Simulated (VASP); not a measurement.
Crystal: N.

```xyz
4
Lattice="3.9610 0.0000 0.0000 0.0000 3.9610 0.0000 0.0000 0.0000 5.1332" Properties=species:S:1:pos:R:3 pbc="T T T"
N     3.5744    3.5744    0.0000
N     2.3671    1.5939    2.5666
N     0.3866    0.3866    0.0000
N     1.5939    2.3671    2.5666
```

Base run:

```yaml
Program: VASP 6.6.1
Functional: r2SCAN
Potentials_or_basis: VASP PAW PBE potentials, release 64 (N)
Cutoff: 520 eV
k_mesh: 6 × 6 × 6
Occupations: gaussian, width 0.01 eV
Spin: no spin polarisation
```

Its results: band gap on the k mesh 7.46 eV (least direct gap 7.70 eV); pressure 3.3 GPa; largest force 2.240 eV/Å.

The run is repeated on the same cell with these changes: functional from r2SCAN to PBE; occupations from gaussian, width 0.01 eV to fermi-dirac, width 0.02 eV. What comes out?

Band gap on the k mesh 6.80 eV (least direct gap 7.04 eV); pressure 5.3 GPa; largest force 3.106 eV/Å.

Caveats: the standard files for N, O and F lose accuracy on very short bonds; the cell stands under pressure; the PAW data sets were made with another functional, which shifts forces and pressure a little (at least some runs); this functional lacks dispersion, which holds the molecules together, so the pressure and a relaxed volume are unreliable (at least some runs); forces of over 1 eV/Å act on the atoms, so gaps and moduli don't describe the material at rest (at least some runs).

A k mesh can miss the band edges.
